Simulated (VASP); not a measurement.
Runs of VASP 6.6.1 on ZnSe (lda). The structure is that of space group F-43m (No. 216), or close to it. The cells are those of the table. 

| task | cell | k mesh | smearing | gap on the mesh (eV) | pressure (GPa) |
| --- | --- | --- | --- | --- | --- |
| single point | a = 3.937 Å, angles 60.0°, 2 atoms | 8 × 8 × 8 | gaussian 0.01 eV | 1.29 | 0.4 |
| single point | a = 3.937 Å, angles 60.0°, 2 atoms | 8 × 8 × 8 | gaussian 0.02 eV | 1.29 | 0.4 |
| relaxation of cell and atoms | relaxed from a = 4.008 Å, angles 60.0°, 2 atoms | 8 × 8 × 8 | gaussian 0.02 eV | (a) | 0.0 |
| single point | a = 4.008 Å, angles 60.0°, 2 atoms | 6 × 6 × 6 | gaussian 0.1 eV | 1.07 | -3.1 |

Alike in all rows: level LDA; potentials or basis VASP PAW LDA potentials, release 64 (Zn, Se); no spin polarisation; cutoff (eV) 500.

Question: Estimate the missing entries.

Answer: (a) 1.27.

A k mesh can miss the band edges, and the runs leave out spin-orbit coupling on Se.
